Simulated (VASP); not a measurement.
# W (Fm-3m) in VASP: relaxation of cell and atoms with PBEsol

Aim: the relaxation of cell and atoms of W with PBEsol.

Everything below comes from runs of VASP 6.6.1. Logs are shortened: lines on timing, memory, paths and dates and some standing lists are left out, and cuts for length are marked.

### Step 1. The cell of the first run

Symmetry: Fm-3m, No. 225, cubic system. The conventional cell has a = 3.990 Å, b = 3.990 Å, c = 3.990 Å, α = 90.00°, β = 90.00°, γ = 90.00°. W (site symmetry m-3m) has 12 W at 2.82 Å within 3.7 Å.

This isn't the form of W at room conditions, which is bcc.

### Step 2. Relaxation of cell and atoms, PBEsol

Input file INCAR:

```
SYSTEM = W
PREC = Accurate
ENCUT = 500
EDIFF = 1E-7
ISMEAR = 1
SIGMA = 0.1
LREAL = .FALSE.
LASPH = .TRUE.
NELM = 120
ALGO = Normal
ISIF = 3
LWAVE = .FALSE.
LCHARG = .FALSE.
GGA = PS
IBRION = 2
NSW = 80
EDIFFG = -0.02
GGA_COMPAT = .FALSE.
NELMIN = 4
```

Input file KPOINTS:

```
Automatic mesh
0
G
  19 19 19
  0 0 0
```

Input file POSCAR:

```
W
1.0
    0.0000000000      1.9950000000      1.9950000000
    1.9950000000      0.0000000000      1.9950000000
    1.9950000000      1.9950000000      0.0000000000
W
1
Direct
    0.0000000000      0.0000000000      0.0000000000
```

Potentials or basis: VASP PAW PBE potentials, release 64 (W_sv).

On the command line:

```bash
$ cat potpaw_PBE.64/W_sv/POTCAR > POTCAR
$ mpirun -np 1 vasp_std > vasp.out
```

OUTCAR:

```text
SYSTEM = W
   PREC = Accurate
   ENCUT = 500
   EDIFF = 1E-7
   ISMEAR = 1
   LREAL = .FALSE.
   LASPH = .TRUE.
   NELM = 120
   ISIF = 3
   GGA = PS
   IBRION = 2
   NSW = 80
   EDIFFG = -0.02
   NELMIN = 4

 ion  position               nearest neighbor table
   1  0.000  0.000  0.000-

  LATTYP: Found a face centered cubic cell.
 ALAT       =     3.9900000000

  Lattice vectors:

 A1 = (   0.0000000000,   1.9950000000,   1.9950000000)
 A2 = (   1.9950000000,   0.0000000000,   1.9950000000)
 A3 = (   1.9950000000,   1.9950000000,   0.0000000000)

Analysis of symmetry for initial positions (statically):
=====================================================================
 Subroutine PRICEL returns:
 Original cell was already a primitive cell.

 Routine SETGRP: Setting up the symmetry group for a
 face centered cubic supercell.

 Subroutine GETGRP returns: Found 48 space group operations
 (whereof 48 operations were pure point group operations)
 out of a pool of 48 trial point group operations.

The static configuration has the point symmetry O_h .

Analysis of symmetry for dynamics (positions and initial velocities):
=====================================================================
 Subroutine PRICEL returns:
 Original cell was already a primitive cell.

 Routine SETGRP: Setting up the symmetry group for a
 face centered cubic supercell.

 Subroutine GETGRP returns: Found 48 space group operations
 (whereof 48 operations were pure point group operations)
 out of a pool of 48 trial point group operations.

The dynamic configuration has the point symmetry O_h .

 Subroutine INISYM returns: Found 48 space group operations
 (whereof 48 operations are pure point group operations),
 and found     1 'primitive' translations

----------------------------------------------------------------------------------------

                                     Primitive cell

  volume of cell :      15.8803

  direct lattice vectors                    reciprocal lattice vectors
     0.000000000  1.995000000  1.995000000    -0.250626566  0.250626566  0.250626566
     1.995000000  0.000000000  1.995000000     0.250626566 -0.250626566  0.250626566
     1.995000000  1.995000000  0.000000000     0.250626566  0.250626566 -0.250626566

  length of vectors
     2.821356057  2.821356057  2.821356057     0.434097947  0.434097947  0.434097947

  position of ions in fractional coordinates (direct lattice)
     0.000000000  0.000000000  0.000000000

  ion indices of the primitive-cell ions
   primitive index   ion index
                 1           1

----------------------------------------------------------------------------------------

 KPOINTS: Automatic mesh

Automatic generation of k-mesh.
 Grid dimensions read from file:
 generate k-points for:   19   19   19

 Generating k-lattice:

  Cartesian coordinates                     Fractional coordinates (reciprocal lattice)
    -0.013190872  0.013190872  0.013190872     0.052631579  0.000000000  0.000000000
     0.013190872 -0.013190872  0.013190872     0.000000000  0.052631579  0.000000000
     0.013190872  0.013190872 -0.013190872     0.000000000  0.000000000  0.052631579

  Length of vectors
     0.022847260  0.022847260  0.022847260

  Shift w.r.t. Gamma in fractional coordinates (k-lattice)
     0.000000000  0.000000000  0.000000000

 Subroutine IBZKPT returns following result:
 ===========================================

 Found    220 irreducible k-points:

 Following reciprocal coordinates:
            Coordinates               Weight
  0.000000  0.000000  0.000000      1.000000
  0.052632  0.000000  0.000000      8.000000
  0.105263  0.000000  0.000000      8.000000
  0.157895  0.000000  0.000000      8.000000
  0.210526  0.000000  0.000000      8.000000
  0.263158  0.000000  0.000000      8.000000
[... 16 lines left out ...]
 -0.315789  0.052632  0.000000     24.000000
 -0.263158  0.052632  0.000000     24.000000
 [... further k-points ...]
   k-points           NKPTS =    220   k-points in BZ     NKDIM =    220   number of bands    NBANDS=     11
   number of dos      NEDOS =    301   number of ions     NIONS =      1
   total plane-waves  NPLWV =  13824
   dimension x,y,z NGX =    24 NGY =   24 NGZ =   24
   dimension x,y,z NGXF=    48 NGYF=   48 NGZF=   48
   ions per type =               1
   NGX,Y,Z   is equivalent  to a cutoff of  14.14, 14.14, 14.14 a.u.
   NGXF,Y,Z  is equivalent  to a cutoff of  28.28, 28.28, 28.28 a.u.
 SYSTEM =  W
   PREC   = accura    normal or accurate (medium, high low for compatibility)
   ISTART =      0    job   : 0-new  1-cont  2-samecut
   ICHARG =      2    charge: 1-file 2-atom 10-const
   ISPIN  =      1    spin polarized calculation?
   LNONCOLLINEAR =      F non collinear calculations
   LSORBIT =      F    spin-orbit coupling
   LASPH  =      T    aspherical Exc in radial PAW
   ENCUT  =  500.0 eV  36.75 Ry    6.06 a.u.   5.14  5.14  5.14*2*pi/ulx,y,z
   NELM   =    120;   NELMIN=  4; NELMDL= -5     # of ELM steps
   EDIFF  = 0.1E-06   stopping-criterion for ELM
   LREAL  =      F    real-space projection
   EDIFFG = -.2E-01   stopping-criterion for IOM
   NSW    =     80    number of steps for IOM
   IBRION =      2    ionic relax: 0-MD 1-quasi-New 2-CG
   NFREE  =      1    steps in history (QN), initial steepest desc. (CG)
   ISIF   =      3    stress and relaxation
   ISYM   =      2    0-nonsym 1-usesym 2-fastsym
   POTIM  = 0.5000    time-step for ionic-motion
   TEBEG  =    0.0;   TEEND  =   0.0 temperature during run
   PSTRESS=    0.0 pullay stress
   NELECT =      14.0000    total number of electrons
   NUPDOWN=      -1.0000    fix difference up-down
   EMIN   =  10.00;   EMAX   =-10.00  energy-range for DOS
   EFERMI =   0.00;   METHOD = LEGACY
   ISMEAR =     1;   SIGMA  =   0.10  broadening in eV -4-tet -1-fermi 0-gaus
   EFERMI_NEDOS =   21; number of points for ismear=-14 and -15
   IALGO  =     38    algorithm
   IMIX   =      4    mixing-type and parameters
     AMIX     =   0.40;   BMIX     =  1.00
     AMIX_MAG =   1.60;   BMIX_MAG =  1.00
  volume/ion in A,a.u.               =      15.88       107.17
  Fermi-wavevector in a.u.,A,eV,Ry     =   1.569753  2.966403 33.526442  2.464124
  Thomas-Fermi vector in A             =   2.671588
   LORBIT       =      0    0 simple, 1 ext, 2 COOP (PROOUT), +10 PAW based schemes
   GGA     = PS    functional components
   LHFCALC =     F    Hartree Fock is set to
   AEXX    =    0.0000 exact exchange contribution
   IVDW    =     0    specifies the selected vdW correction
   LEPSILON=     F    determine dielectric tensor
   LRPA    =     F    only Hartree local field effects (RPA)
 conjugate gradient relaxation of ions
 non-spin polarized calculation
 Methfessel and Paxton  Order N= 1 SIGMA  =   0.10
  energy-cutoff  :      500.00
  volume of cell :       15.88
 maximum number of plane-waves:       415
 NGX is ok and might be reduce to    24
   NGX = 11   NGY = 11   NGZ = 11

--------------------------------------- Ionic step        1  -------------------------------------------

 number of electron      14.0000000 magnetization

 Free energy of the ion-electron system (eV)
  ---------------------------------------------------
  ext. energy  EPLUGINS =         0.00000000
  ---------------------------------------------------
  free energy    TOTEN  =       -13.30914055 eV

  energy without entropy =      -13.30900931  energy(sigma->0) =      -13.30909680

------------------------ aborting loop because EDIFF is reached ----------------------------------------

  FORCE on cell =-STRESS in cart. coord.  units (eV):
  Direction    XX          YY          ZZ          XY          YZ          ZX
  --------------------------------------------------------------------------------------
  -------------------------------------------------------------------------------------
  Total        0.2198984      0.2198984      0.2198984      0.0000000      0.0000000      0.0000000
  in kB       22.1857391     22.1857391     22.1857391      0.0000000      0.0000000      0.0000000
  external PRESSURE =      22.1857391 kB  Pullay stress =       0.0000000 kB
[... 55 lines left out ...]
  energy  without entropy=      -13.3007021180  energy(sigma->0) =      -13.30080860

--------------------------------------- Ionic step        3  -------------------------------------------

 number of electron      14.0000000 magnetization

 Free energy of the ion-electron system (eV)
  ---------------------------------------------------
  ext. energy  EPLUGINS =         0.00000000
  ---------------------------------------------------
  free energy    TOTEN  =       -13.30991816 eV

  energy without entropy =      -13.30974264  energy(sigma->0) =      -13.30985965

 E-fermi :  10.6574     XC(G=0): -13.6995

 val. band max:       10.6570785833   @ k =   0.3158   0.3158   0.0000
 cond. band min:      10.6590686890   @ k =   0.2105   0.0526   0.0000
 fundamental gap:      0.0019901056
 Fermi energy:        10.6573601533

 k-point     1 :       0.0000    0.0000    0.0000
  band No.  band energies     occupation
      1     -62.9023      2.00000
      2     -26.4947      2.00000
      3     -26.4947      2.00000
      4     -26.4947      2.00000
      5       1.5328      2.00000
      6      10.0813      2.00000
      7      10.0813      2.00000
      8      10.0813      2.00000
      9      13.3157      0.00000
     10      13.3157      0.00000
     11      23.5312      0.00000
[... 309 lines left out ...]
 k-point    24 :      -0.2632    0.0526    0.0000
  band No.  band energies     occupation
      1     -62.8290      2.00000
      2     -27.2650      2.00000
      3     -26.6357      2.00000
      4     -26.5827      2.00000
      5       4.2765      2.00000
      6       9.0335      2.00000
      7      10.3703      2.00038
      8      10.5206      2.06580
      9      13.2315      0.00000
     10      14.2881      0.00000
     11      23.5441      0.00000

 [... further k-points ...]

------------------------ aborting loop because EDIFF is reached ----------------------------------------

  FORCE on cell =-STRESS in cart. coord.  units (eV):
  Direction    XX          YY          ZZ          XY          YZ          ZX
  --------------------------------------------------------------------------------------
  -------------------------------------------------------------------------------------
  Total       -0.0020446     -0.0020446     -0.0020446      0.0000000      0.0000000      0.0000000
  in kB       -0.2048046     -0.2048046     -0.2048046      0.0000000      0.0000000      0.0000000
  external PRESSURE =      -0.2048046 kB  Pullay stress =       0.0000000 kB
[... 16 lines left out ...]
  FREE ENERGIE OF THE ION-ELECTRON SYSTEM (eV)
  ---------------------------------------------------
  free  energy   TOTEN  =       -13.3099181637 eV

  energy  without entropy=      -13.3097426372  energy(sigma->0) =      -13.30985965

 reached required accuracy - stopping structural energy minimisation
```

Wall time 26 s (1 thread of Intel Xeon 6975P-C (Granite Rapids), shared host); peak memory 0.17 GiB.

Results:

* Free energy: -13.3099 eV
* Relaxed volume: 15.99 Å³/atom
* Relaxed cell: a = 2.828 Å, b = 2.828 Å, c = 2.828 Å, α = 60.00°, β = 60.00°, γ = 60.00°
* Space group after relaxing (to 0.1 Å): Fm-3m (No. 225)
* Energy gained by relaxing: 0.8 meV/atom
* Ionic steps: 3
* Pressure after relaxing: 0.0 GPa
* Band gap on the k mesh: zero (bands 7 and 8 overlap by 3.67 eV)

The path:
```
step  energy change (eV)  largest force (eV/Å)  pressure (GPa)  volume (Å³)
   1              0.0000                0.0000            2.22        15.88
   2              0.0083                0.0000           -7.15        16.39
   3             -0.0008                0.0000           -0.02        15.99
```

Final structure:
```
W
1.0
     0.00000    1.99979    1.99979
     1.99979    0.00000    1.99979
     1.99979    1.99979    0.00000
W
1
Direct
  0.00000 0.00000 0.00000
```

Caveat: the PAW data sets were made with another functional, which shifts forces and pressure a little; spin-orbit coupling is left out, which moves the levels of the heavy elements.
